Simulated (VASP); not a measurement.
# CdS (Fm-3m) in VASP: settings compared, part 2 of 3

VASP 6.6.1.

### Step 4. Single point, r2SCAN (volume changed by +3%)

Input file POSCAR:

```
CdS
1.0
    0.0000000000      2.7537760889      2.7537760889
    2.7537760889      0.0000000000      2.7537760889
    2.7537760889      2.7537760889      0.0000000000
Cd S
1 1
Direct
    0.0000000000      0.0000000000      0.0000000000
    0.5000000000      0.5000000000      0.5000000000
```

Input file INCAR.step1:

```
SYSTEM = CdS
ALGO = Normal
EDIFF = 1E-4
ENCUT = 520
GGA = PE
ISMEAR = 0
LASPH = .TRUE.
LCHARG = .FALSE.
LREAL = .FALSE.
LWAVE = .TRUE.
NBANDS = 16
NELM = 100
PREC = Accurate
SIGMA = 0.01
```

Input file INCAR.step2:

```
SYSTEM = CdS
ALGO = Normal
EDIFF = 1E-6
ENCUT = 520
ISIF = 2
ISMEAR = 0
ISTART = 1
LASPH = .TRUE.
LCHARG = .TRUE.
LELF = .TRUE.
LMIXTAU = .TRUE.
LREAL = .FALSE.
LVHAR = .TRUE.
LWAVE = .FALSE.
METAGGA = R2SCAN
NBANDS = 16
NELM = 100
PREC = Accurate
SIGMA = 0.01
```

Input file KPOINTS:

```
k-points
0
G
  6 6 6
  0 0 0
```

Potentials or basis: VASP PAW PBE potentials, release 64 (Cd, S).

Run with:

```sh
cat potpaw_PBE.64/Cd/POTCAR potpaw_PBE.64/S/POTCAR > POTCAR
cp INCAR.step1 INCAR
mpirun -np 1 vasp_std > vasp.out
cp INCAR.step2 INCAR
mpirun -np 1 vasp_std > vasp.out
```

OUTCAR:

```text
SYSTEM = CdS
   EDIFF = 1E-6
   ENCUT = 520
   ISIF = 2
   ISMEAR = 0
   ISTART = 1
   LASPH = .TRUE.
   LREAL = .FALSE.
   METAGGA = R2SCAN
   NELM = 100
   PREC = Accurate

 ion  position               nearest neighbor table
   1  0.000  0.000  0.000-   2 2.75   2 2.75   2 2.75   2 2.75   2 2.75   2 2.75
   2  0.500  0.500  0.500-   1 2.75   1 2.75   1 2.75   1 2.75   1 2.75   1 2.75

  LATTYP: Found a face centered cubic cell.
 ALAT       =     5.5075521778

  Lattice vectors:

 A1 = (   0.0000000000,   2.7537760889,   2.7537760889)
 A2 = (   2.7537760889,   0.0000000000,   2.7537760889)
 A3 = (   2.7537760889,   2.7537760889,   0.0000000000)

Analysis of symmetry for initial positions (statically):
=====================================================================
 Subroutine PRICEL returns:
 Original cell was already a primitive cell.

 Routine SETGRP: Setting up the symmetry group for a
 face centered cubic supercell.

 Subroutine GETGRP returns: Found 48 space group operations
 (whereof 48 operations were pure point group operations)
 out of a pool of 48 trial point group operations.

The static configuration has the point symmetry O_h .

Analysis of symmetry for dynamics (positions and initial velocities):
=====================================================================
 Subroutine PRICEL returns:
 Original cell was already a primitive cell.

 Routine SETGRP: Setting up the symmetry group for a
 face centered cubic supercell.

 Subroutine GETGRP returns: Found 48 space group operations
 (whereof 48 operations were pure point group operations)
 out of a pool of 48 trial point group operations.

The dynamic configuration has the point symmetry O_h .

 Subroutine INISYM returns: Found 48 space group operations
 (whereof 48 operations are pure point group operations),
 and found     1 'primitive' translations

----------------------------------------------------------------------------------------

[... 102 lines left out ...]
     AMIX     =   0.40;   BMIX     =  1.00
     AMIX_MAG =   1.60;   BMIX_MAG =  1.00
  volume/ion in A,a.u.               =      20.88       140.92
  Fermi-wavevector in a.u.,A,eV,Ry     =   1.236594  2.336823 20.805540  1.529164
  Thomas-Fermi vector in A             =   2.371196
   LORBIT       =      0    0 simple, 1 ext, 2 COOP (PROOUT), +10 PAW based schemes
   METAGGA = R2SCAN    functional components
   LHFCALC =     F    Hartree Fock is set to
   AEXX    =    0.0000 exact exchange contribution
   IVDW    =     0    specifies the selected vdW correction
   LEPSILON=     F    determine dielectric tensor
   LRPA    =     F    only Hartree local field effects (RPA)
 non-spin polarized calculation
 Gauss-broadening in eV      SIGMA  =   0.01
  energy-cutoff  :      520.00
  volume of cell :       41.77
 maximum number of plane-waves:      1158
 NGX is ok and might be reduce to    30
   NGX = 15   NGY = 15   NGZ = 15

 number of electron      18.0000005 magnetization

 Free energy of the ion-electron system (eV)
  ---------------------------------------------------
  ext. energy  EPLUGINS =         0.00000000
  ---------------------------------------------------
  free energy    TOTEN  =       -29.51465150 eV

  energy without entropy =      -29.51465150  energy(sigma->0) =      -29.51465150

 E-fermi :   2.5351     XC(G=0): -10.8467

 val. band max:        2.4621721695   @ k =   0.5000   0.0000   0.0000
 cond. band min:       3.1927458463   @ k =   0.5000   0.5000   0.0000
 fundamental gap:      0.7305736768
 Fermi energy:         2.5350532999

 k-point     1 :       0.0000    0.0000    0.0000
  band No.  band energies     occupation
      1     -10.6662      2.00000
      2      -5.3452      2.00000
      3      -5.3452      2.00000
      4      -5.3452      2.00000
      5      -5.3441      2.00000
      6      -5.3441      2.00000
[... 281 lines left out ...]
      3      -5.4144      2.00000
      4      -5.2335      2.00000
      5      -5.0959      2.00000
      6      -4.5668      2.00000
[... 8 lines left out ...]
     15      17.0025      0.00000
     16      17.7446      0.00000

------------------------ aborting loop because EDIFF is reached ----------------------------------------

  FORCE on cell =-STRESS in cart. coord.  units (eV):
  Direction    XX          YY          ZZ          XY          YZ          ZX
  --------------------------------------------------------------------------------------
  -------------------------------------------------------------------------------------
  Total       -0.4793522     -0.4793522     -0.4793522      0.0000000     -0.0000000      0.0000000
  in kB      -18.3886322    -18.3886322    -18.3886322      0.0000000     -0.0000000      0.0000000
  external PRESSURE =     -18.3886322 kB  Pullay stress =       0.0000000 kB

 VOLUME and BASIS-vectors are now :
 -----------------------------------------------------------------------------
  energy-cutoff  :      520.00
  volume of cell :       41.77
      direct lattice vectors                 reciprocal lattice vectors
     0.000000000  2.753776089  2.753776089    -0.181568865  0.181568865  0.181568865
     2.753776089  0.000000000  2.753776089     0.181568865 -0.181568865  0.181568865
     2.753776089  2.753776089  0.000000000     0.181568865  0.181568865 -0.181568865

 POSITION                                       TOTAL-FORCE (eV/Angst)
 -----------------------------------------------------------------------------------
      0.00000      0.00000      0.00000         0.000000     -0.000000      0.000000
      2.75378      2.75378      2.75378        -0.000000      0.000000      0.000000
 -----------------------------------------------------------------------------------
    total drift:                               -0.000000      0.000000      0.000000

  FREE ENERGIE OF THE ION-ELECTRON SYSTEM (eV)
  ---------------------------------------------------
  free  energy   TOTEN  =       -29.5146515000 eV

  energy  without entropy=      -29.5146515000  energy(sigma->0) =      -29.51465150
```

OSZICAR.step1:

```text
N       E                     dE             d eps       ncg     rms          rms(c)
DAV:   1     0.107649899734E+03    0.10765E+03   -0.94832E+03   528   0.106E+03
DAV:   2    -0.246090973262E+01   -0.11011E+03   -0.10311E+03   616   0.253E+02
DAV:   3    -0.643916955936E+01   -0.39783E+01   -0.39705E+01   632   0.503E+01
DAV:   4    -0.645771550221E+01   -0.18546E-01   -0.18545E-01   624   0.347E+00
DAV:   5    -0.645788844769E+01   -0.17295E-03   -0.17294E-03   640   0.323E-01    0.714E+00
DAV:   6    -0.589685787727E+01    0.56103E+00   -0.88005E-01   696   0.114E+01    0.605E+00
DAV:   7    -0.587154520924E+01    0.25313E-01   -0.16390E-01   592   0.291E+00    0.318E+00
DAV:   8    -0.587053253731E+01    0.10127E-02   -0.17406E-02   616   0.162E+00    0.279E-01
DAV:   9    -0.587036405032E+01    0.16849E-03   -0.14085E-03   592   0.522E-01    0.612E-02
DAV:  10    -0.587041923414E+01   -0.55184E-04   -0.18223E-04   496   0.136E-01
   1 F= -.58704192E+01 E0= -.58704192E+01  d E =-.230888E-12
```

Wall time 35 s (1 thread of Intel Xeon Platinum 8559C (Emerald Rapids), shared host); peak memory 0.17 GiB.

Results:

* Free energy: -29.5147 eV
* Pressure: -1.8 GPa
* Band gap on the k mesh: 0.73 eV, indirect (least direct gap 2.14 eV)

Levels at points of the mesh, in eV from the valence-band top:
```tsv
k point	band 7	band 8	band 9	band 10	band 11	band 12
(0.00, 0.00, 0.00)	-0.70	-0.70	-0.70	1.44	9.72	9.72
(0.50, 0.00, 0.00)	-4.77	0.00	0.00	4.07	6.48	6.48
(0.50, 0.50, 0.00)	-4.15	-2.08	-2.08	0.73	6.46	10.57
```

Caveat: the cell differs from its parent crystal (volume changed by +3%); the PAW data sets were made with another functional, which shifts forces and pressure a little.

### Step 5. Single point, PBE

This run uses another cell than the first one, of 20.27 Å³/atom, 1.031 times its volume.

Input file INCAR:

```
SYSTEM = CdS
ALGO = Normal
EDIFF = 1E-6
ENCUT = 520
GGA = PE
ISIF = 2
ISMEAR = 0
LASPH = .True.
LCHARG = .True.
LELF = .True.
LREAL = .False.
LVHAR = .True.
LWAVE = .False.
NBANDS = 16
NELM = 80
PREC = Accurate
SIGMA = 0.01
```

Input file KPOINTS:

```
k-points
0
Gamma
  8 8 8
  0 0 0
```

Input file POSCAR:

```
CdS
1.0
    0.0000000000      2.7267765454      2.7267765454
    2.7267765454      0.0000000000      2.7267765454
    2.7267765454      2.7267765454      0.0000000000
Cd S
1 1
Direct
    0.0000000000      0.0000000000      0.0000000000
    0.5000000000      0.5000000000      0.5000000000
```

Run with:

```sh
cat potpaw_PBE.64/Cd/POTCAR potpaw_PBE.64/S/POTCAR > POTCAR
mpirun -np 1 vasp_std > vasp.out
```

Wall time 12 s (1 thread of Intel Xeon Platinum 8559C (Emerald Rapids), shared host); peak memory 0.16 GiB.

The run converged. Its results:

| Property | Result |
| --- | --- |
| Free energy | -5.8689 eV |
| Pressure | 2.1 GPa |
| Band gap on the k mesh | 0.25 eV, indirect (least direct gap 1.72 eV) |

Levels at points of the mesh, in eV from the valence-band top:
```
           k point  band 5  band 6  band 7  band 8  band 9  band 10  band 11  band 12  band 13  band 14
(0.00, 0.00, 0.00)   -7.63   -7.63   -0.76   -0.76   -0.76     0.96     9.24     9.24     9.24    11.33
(0.50, 0.00, 0.00)   -7.42   -7.42   -4.89    0.00    0.00     3.51     5.91     5.91     6.91    12.33
(0.50, 0.50, 0.00)   -7.35   -6.65   -4.30   -2.17   -2.17     0.25     6.03     9.93    11.35    11.35
```

(Continued in part 3 of 3.)
